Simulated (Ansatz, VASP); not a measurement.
# Two plane-wave programs on AlN

```
CELL_PARAMETERS angstrom
3.32603 0.00255 -0.00079
-1.66080 2.85244 -0.00049
-0.00101 -0.00130 4.18995
ATOMIC_POSITIONS crystal
Al 0.32164 0.66096 0.74655
Al 0.66431 0.33453 0.25718
N 0.34374 0.67071 0.24981
N 0.67031 0.33380 0.74646
```

Change from the starting cell: all atoms moved at random, cell strained at random.

Alike in both runs: task single point; functional PBE; k mesh 9 × 9 × 6; occupations gaussian, width 0.02 eV; no spin polarisation.

```csv
,VASP,Ansatz
version,VASP 6.6.1,Ansatz 0.2.0
potentials or method,"VASP PAW PBE potentials, release 64 (Al, N), cutoff 520 eV","scalar-relativistic, plane waves, PAW"
valence electrons in the cell,16,16
```

VASP gave:

| Item | Value |
| --- | --- |
| gap on the k mesh at the Fermi level (eV) | 3.27 |
| least direct gap on the mesh (eV) | 3.27 |
| pressure (GPa) | 0.5 |
| traceless stress, the component that is largest in VASP (GPa) | 1.18 |
| rms of the force components (eV/Å) | 0.388 |

Estimate Ansatz's values.

gap on the k mesh at the Fermi level (eV): 3.26; least direct gap on the mesh (eV): 3.26; pressure (GPa): 0.8; traceless stress, the component that is largest in VASP (GPa): 1.24; rms of the force components (eV/Å): 0.387.

Atom by atom the forces differ by 0.001 eV/Å (rms over components).
